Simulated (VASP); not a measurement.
# Sr2AlO (P6mm) in VASP: notebook

The runs below take Sr2AlO through single point, relaxation of cell and atoms, with PBE.

Everything below comes from runs of VASP 6.6.1. Logs are shortened: lines on timing, memory, paths and dates and some standing lists are left out, and cuts for length are marked.

### 1 The cell of the first run

The structure is hexagonal, space group P6mm (No. 183). Conventional cell: a = 4.989 Å, b = 4.989 Å, c = 4.786 Å, α = 90.00°, β = 90.00°, γ = 120.00°. Sr (site symmetry 3m) has 3 Sr at 2.88 Å and 3 O at 2.88 Å and 3 Al at 3.24 Å within 3.8 Å. Al (site symmetry 6mm) has 1 O at 1.38 Å within 1.8 Å. O (site symmetry 6mm) has 1 Al at 1.38 Å within 1.8 Å.

### 2 Single point, PBE

The input, INCAR:

```
SYSTEM = Sr2AlO
PREC = Accurate ; ENCUT = 520
EDIFF = 1E-6 ; ISMEAR = 0
SIGMA = 0.1 ; LREAL = .False.
LASPH = .True. ; NELM = 60
ALGO = Normal ; ISIF = 2
LWAVE = .False. ; LCHARG = .False.
GGA = PE ; NBANDS = 22
```

The input, KPOINTS:

```
Automatic mesh
0
Gamma
  6 6 4
  0 0 0
```

The input, POSCAR:

```
Sr2AlO
1.0
    4.9889408400      0.0000000000      0.0000000000
   -2.4944704200      4.3205495100      0.0000000000
    0.0000000000      0.0000000000      4.7860650500
Sr Al O
2 1 1
Direct
    0.3333333300      0.6666666700      0.9218877700
    0.6666666700      0.3333333300      0.9218877700
    0.0000000000      0.0000000000      0.6120277500
    0.0000000000      0.0000000000      0.8995459000
```

Potentials or basis: VASP PAW PBE potentials, release 64 (Sr_sv, Al, O).

The run is started by

```
$ cat potpaw_PBE.64/Sr_sv/POTCAR potpaw_PBE.64/Al/POTCAR potpaw_PBE.64/O/POTCAR > POTCAR
$ mpirun -np 1 vasp_std > vasp.out
```

OUTCAR:

```text
SYSTEM = Sr2AlO
   PREC = Accurate
   ENCUT = 520
   EDIFF = 1E-6
   ISMEAR = 0
   LREAL = .False.
   LASPH = .True.
   NELM = 60
   ISIF = 2
   GGA = PE

 ion  position               nearest neighbor table
   1  0.333  0.667  0.922-   2 2.88   2 2.88   2 2.88   4 2.88   4 2.88   4 2.88   3 3.24   3 3.24
                             3 3.24
   2  0.667  0.333  0.922-   1 2.88   1 2.88   1 2.88   4 2.88   4 2.88   4 2.88   3 3.24   3 3.24
                             3 3.24
   3  0.000  0.000  0.612-   4 1.38   2 3.24   1 3.24   2 3.24   1 3.24   2 3.24   1 3.24
   4  0.000  0.000  0.900-   3 1.38   2 2.88   1 2.88   2 2.88   1 2.88   2 2.88   1 2.88

  LATTYP: Found a hexagonal cell.
 ALAT       =     4.9889408400
 C/A-ratio  =     0.9593348976

  Lattice vectors:

 A1 = (   4.9889408400,   0.0000000000,   0.0000000000)
 A2 = (  -2.4944704200,   4.3205495100,   0.0000000000)
 A3 = (   0.0000000000,   0.0000000000,   4.7860650500)

Analysis of symmetry for initial positions (statically):
=====================================================================
 Subroutine PRICEL returns:
 Original cell was already a primitive cell.

 Routine SETGRP: Setting up the symmetry group for a
 hexagonal supercell.

 Subroutine GETGRP returns: Found 12 space group operations
 (whereof 12 operations were pure point group operations)
 out of a pool of 24 trial point group operations.

The static configuration has the point symmetry C_6v.

Analysis of symmetry for dynamics (positions and initial velocities):
=====================================================================
 Subroutine PRICEL returns:
 Original cell was already a primitive cell.

 Routine SETGRP: Setting up the symmetry group for a
 hexagonal supercell.

 Subroutine GETGRP returns: Found 12 space group operations
 (whereof 12 operations were pure point group operations)
 out of a pool of 24 trial point group operations.

The dynamic configuration has the point symmetry C_6v.

 Subroutine INISYM returns: Found 12 space group operations
 (whereof 12 operations are pure point group operations),
 and found     1 'primitive' translations

----------------------------------------------------------------------------------------

                                     Primitive cell

  volume of cell :     103.1635

  direct lattice vectors                    reciprocal lattice vectors
     4.988940840  0.000000000  0.000000000     0.200443347  0.115726020  0.000000000
    -2.494470420  4.320549510  0.000000000     0.000000000  0.231452040  0.000000000
     0.000000000  0.000000000  4.786065050     0.000000000  0.000000000  0.208939910

  length of vectors
     4.988940840  4.988940844  4.786065050     0.231452041  0.231452040  0.208939910

  position of ions in fractional coordinates (direct lattice)
     0.333333330  0.666666670  0.921887770
     0.666666670  0.333333330  0.921887770
     0.000000000  0.000000000  0.612027750
     0.000000000  0.000000000  0.899545900

  ion indices of the primitive-cell ions
   primitive index   ion index
                 1           1
                 2           2
                 3           3
                 4           4

----------------------------------------------------------------------------------------

 KPOINTS: Automatic mesh

Automatic generation of k-mesh.
 Grid dimensions read from file:
 generate k-points for:    6    6    4

 Generating k-lattice:

  Cartesian coordinates                     Fractional coordinates (reciprocal lattice)
     0.033407225  0.019287670  0.000000000     0.166666667  0.000000000  0.000000000
     0.000000000  0.038575340  0.000000000     0.000000000  0.166666667  0.000000000
     0.000000000  0.000000000  0.052234977     0.000000000  0.000000000  0.250000000

  Length of vectors
     0.038575340  0.038575340  0.052234977

  Shift w.r.t. Gamma in fractional coordinates (k-lattice)
     0.000000000  0.000000000  0.000000000

 Subroutine IBZKPT returns following result:
 ===========================================

 Found     21 irreducible k-points:

 Following reciprocal coordinates:
            Coordinates               Weight
  0.000000  0.000000  0.000000      1.000000
  0.166667  0.000000  0.000000      6.000000
  0.333333  0.000000  0.000000      6.000000
  0.500000  0.000000  0.000000      3.000000
  0.166667  0.166667  0.000000      6.000000
  0.333333  0.166667  0.000000     12.000000
[... 13 lines left out ...]
  0.333333  0.166667  0.500000     12.000000
  0.333333  0.333333  0.500000      2.000000
   k-points           NKPTS =     21   k-points in BZ     NKDIM =     21   number of bands    NBANDS=     22
   number of dos      NEDOS =    301   number of ions     NIONS =      4
   total plane-waves  NPLWV =  57600
   dimension x,y,z NGX =    40 NGY =   40 NGZ =   36
   dimension x,y,z NGXF=    80 NGYF=   80 NGZF=   72
   ions per type =               2   1   1
   NGX,Y,Z   is equivalent  to a cutoff of  13.33, 13.33, 12.50 a.u.
   NGXF,Y,Z  is equivalent  to a cutoff of  26.66, 26.66, 25.01 a.u.
 SYSTEM =  Sr2AlO
   PREC   = accura    normal or accurate (medium, high low for compatibility)
   ISTART =      0    job   : 0-new  1-cont  2-samecut
   ICHARG =      2    charge: 1-file 2-atom 10-const
   ISPIN  =      1    spin polarized calculation?
   LNONCOLLINEAR =      F non collinear calculations
   LSORBIT =      F    spin-orbit coupling
   LASPH  =      T    aspherical Exc in radial PAW
   ENCUT  =  520.0 eV  38.22 Ry    6.18 a.u.   9.28  9.28  8.90*2*pi/ulx,y,z
   NELM   =     60;   NELMIN=  2; NELMDL= -5     # of ELM steps
   EDIFF  = 0.1E-05   stopping-criterion for ELM
   LREAL  =      F    real-space projection
   EDIFFG = 0.1E-04   stopping-criterion for IOM
   NSW    =      0    number of steps for IOM
   IBRION =     -1    ionic relax: 0-MD 1-quasi-New 2-CG
   NFREE  =      0    steps in history (QN), initial steepest desc. (CG)
   ISIF   =      2    stress and relaxation
   ISYM   =      2    0-nonsym 1-usesym 2-fastsym
   POTIM  = 0.5000    time-step for ionic-motion
   TEBEG  =    0.0;   TEEND  =   0.0 temperature during run
   PSTRESS=    0.0 pullay stress
   NELECT =      29.0000    total number of electrons
   NUPDOWN=      -1.0000    fix difference up-down
   EMIN   =  10.00;   EMAX   =-10.00  energy-range for DOS
   EFERMI =   0.00;   METHOD = LEGACY
   ISMEAR =     0;   SIGMA  =   0.10  broadening in eV -4-tet -1-fermi 0-gaus
   EFERMI_NEDOS =   21; number of points for ismear=-14 and -15
   IALGO  =     38    algorithm
   IMIX   =      4    mixing-type and parameters
     AMIX     =   0.40;   BMIX     =  1.00
     AMIX_MAG =   1.60;   BMIX_MAG =  1.00
  volume/ion in A,a.u.               =      25.79       174.05
  Fermi-wavevector in a.u.,A,eV,Ry     =   1.072422  2.026583 15.647896  1.150088
  Thomas-Fermi vector in A             =   2.208191
   LORBIT       =      0    0 simple, 1 ext, 2 COOP (PROOUT), +10 PAW based schemes
   GGA     = PE    functional components
   LHFCALC =     F    Hartree Fock is set to
   AEXX    =    0.0000 exact exchange contribution
   IVDW    =     0    specifies the selected vdW correction
   LEPSILON=     F    determine dielectric tensor
   LRPA    =     F    only Hartree local field effects (RPA)
 non-spin polarized calculation
 Gauss-broadening in eV      SIGMA  =   0.10
  energy-cutoff  :      520.00
  volume of cell :      103.16
 maximum number of plane-waves:      2802
 NGX is ok and might be reduce to    40
   NGX = 19   NGY = 19   NGZ = 17

 number of electron      29.0000003 magnetization

 Free energy of the ion-electron system (eV)
  ---------------------------------------------------
  ext. energy  EPLUGINS =         0.00000000
  ---------------------------------------------------
  free energy    TOTEN  =        -9.45745088 eV

  energy without entropy =       -9.43902064  energy(sigma->0) =       -9.44823576

 E-fermi :   3.5822     XC(G=0):  -8.7555

 val. band max:        3.5804550436   @ k =   0.1667   0.0000   0.5000
 cond. band min:       3.5875450348   @ k =   0.3333   0.3333   0.5000
 fundamental gap:      0.0070899912
 Fermi energy:         3.5821989877

 k-point     1 :       0.0000    0.0000    0.0000
  band No.  band energies     occupation
      1     -33.7525      2.00000
      2     -33.1256      2.00000
      3     -17.0490      2.00000
      4     -16.5762      2.00000
      5     -16.5762      2.00000
      6     -15.4443      2.00000
[... 14 lines left out ...]
     21       6.4644      0.00000
     22       7.0739      0.00000

 k-point     2 :       0.1667    0.0000    0.0000
  band No.  band energies     occupation
      1     -33.7175      2.00000
      2     -33.1649      2.00000
      3     -17.1317      2.00000
      4     -16.6271      2.00000
      5     -16.4725      2.00000
      6     -15.4128      2.00000
[... 14 lines left out ...]
     21       6.6348      0.00000
     22       7.0159      0.00000

 k-point     3 :       0.3333    0.0000    0.0000
  band No.  band energies     occupation
      1     -33.6259      2.00000
      2     -33.2647      2.00000
      3     -17.3303      2.00000
      4     -16.7189      2.00000
      5     -16.1000      2.00000
      6     -15.3272      2.00000
[... 14 lines left out ...]
     21       6.2133      0.00000
     22       6.5719      0.00000
[... 401 lines left out ...]
 k-point    20 :       0.3333    0.1667    0.5000
  band No.  band energies     occupation
      1     -33.5507      2.00000
      2     -33.3425      2.00000
      3     -17.5156      2.00000
      4     -16.4737      2.00000
      5     -15.9483      2.00000
      6     -15.2976      2.00000
[... 14 lines left out ...]
     21       7.2711      0.00000
     22       7.8774      0.00000

 k-point    21 :       0.3333    0.3333    0.5000
  band No.  band energies     occupation
      1     -33.4477      2.00000
      2     -33.4477      2.00000
      3     -17.6305      2.00000
      4     -16.1627      2.00000
      5     -15.7495      2.00000
      6     -15.7495      2.00000
[... 14 lines left out ...]
     21       7.1625      0.00000
     22       7.9221      0.00000

------------------------ aborting loop because EDIFF is reached ----------------------------------------

  FORCE on cell =-STRESS in cart. coord.  units (eV):
  Direction    XX          YY          ZZ          XY          YZ          ZX
  --------------------------------------------------------------------------------------
  -------------------------------------------------------------------------------------
  Total        5.1933470      5.1933470     26.2054493      0.0000000     -0.0000000      0.0000000
  in kB       80.6551287     80.6551288    406.9829872      0.0000000     -0.0000000      0.0000000
  external PRESSURE =     189.4310816 kB  Pullay stress =       0.0000000 kB

 VOLUME and BASIS-vectors are now :
 -----------------------------------------------------------------------------
  energy-cutoff  :      520.00
  volume of cell :      103.16
      direct lattice vectors                 reciprocal lattice vectors
     4.988940840  0.000000000  0.000000000     0.200443347  0.115726020  0.000000000
    -2.494470420  4.320549510  0.000000000     0.000000000  0.231452040  0.000000000
     0.000000000  0.000000000  4.786065050     0.000000000  0.000000000  0.208939910

 POSITION                                       TOTAL-FORCE (eV/Angst)
 -----------------------------------------------------------------------------------
     -0.00000      2.88037      4.41221         0.000000     -0.000000      0.514766
      2.49447      1.44018      4.41221        -0.000000      0.000000      0.514766
      0.00000      0.00000      2.92920        -0.000000      0.000000    -24.145205
      0.00000      0.00000      4.30529         0.000000     -0.000000     23.115674
 -----------------------------------------------------------------------------------
    total drift:                                0.000000      0.000000      0.000127

  FREE ENERGIE OF THE ION-ELECTRON SYSTEM (eV)
  ---------------------------------------------------
  free  energy   TOTEN  =        -9.4574508813 eV

  energy  without entropy=       -9.4390206364  energy(sigma->0) =       -9.44823576
```

It took 43 s on 1 thread of AMD EPYC 9R14 (Zen 4), shared host; peak memory 0.22 GiB.

Results:

```
Free energy   : -9.4575 eV
Pressure      : 18.9 GPa
Largest force : 24.145 eV/Å
```

Forces in eV/Å, atoms in the order of the input:
```
Sr    0.000   0.000   0.515
Sr    0.000   0.000   0.515
Al    0.000   0.000 -24.145
O     0.000   0.000  23.116
```

Stress tensor (GPa, compression positive):
```
 8.07  0.00  0.00
 0.00  8.07  0.00
 0.00  0.00 40.70
```

Caveat: an odd number of electrons without spin polarisation forces a metal; a magnetic or distorted state may lie lower.

(Part 1 of 2 ends here.)
